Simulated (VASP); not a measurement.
# BP: electric field gradients with PBE

BP:

```xyz
16
Lattice="0.0000 4.5380 4.5380 4.5380 0.0000 4.5380 4.5380 4.5380 0.0000" Properties=species:S:1:pos:R:3 pbc="T T T"
B     0.0000    0.0000    0.0000
B     2.2690    2.2690    0.0000
B     2.2690    0.0000    2.2690
B     4.5380    2.2690    2.2690
B     0.0000    2.2690    2.2690
B     2.2690    4.5380    2.2690
B     2.2690    2.2690    4.5380
B     4.5380    4.5380    4.5380
P     1.1345    1.1345    1.1345
P     3.4035    3.4035    1.1345
P     3.4035    1.1345    3.4035
P     5.6725    3.4035    3.4035
P     1.1345    3.4035    3.4035
P     3.4035    5.6725    3.4035
P     3.4035    3.4035    5.6725
P     5.6725    5.6725    5.6725
```

```yaml
Program: VASP 6.6.1
Task: electric field gradients
Functional: PBE
Potentials_or_basis: VASP PAW PBE potentials, release 64 (B, P)
Cutoff: 520 eV
k_mesh: 4 × 4 × 4
Occupations: gaussian, width 0.01 eV
Spin: no spin polarisation
Dipole_correction: no
Further_INCAR_settings: LREAL = Auto; ALGO = Normal; EDIFF = 1e-08; NBANDS = 46
```

- Pressure: 0.9 GPa
- Band gap on the k mesh: 1.27 eV

Levels at points of the mesh, in eV from the valence-band top:
```csv
k point,band 28,band 29,band 30,band 31,band 32,band 33,band 34,band 35,band 36,band 37
"(0.00, 0.00, 0.00)",-1.76,-1.76,0.00,0.00,0.00,1.33,1.33,1.33,1.66,1.66
"(0.50, 0.00, 0.00)",-3.19,-1.12,-1.12,-1.12,-1.12,2.53,2.53,2.53,2.53,2.53
"(0.50, 0.50, 0.00)",-2.73,-1.94,-1.94,-1.94,-1.94,1.81,1.81,3.86,3.86,3.86
```

Run time: 69 s on 1 thread of Intel(R) Xeon(R) 6975P-C (Granite Rapids), on a shared host, peak memory 0.33 GiB.

Caveat: without QUAD_EFG the Cq values of the log hold for a quadrupole moment of 1 mb, not for the nuclei. As with any semilocal functional, this PBE gap is likely too small.
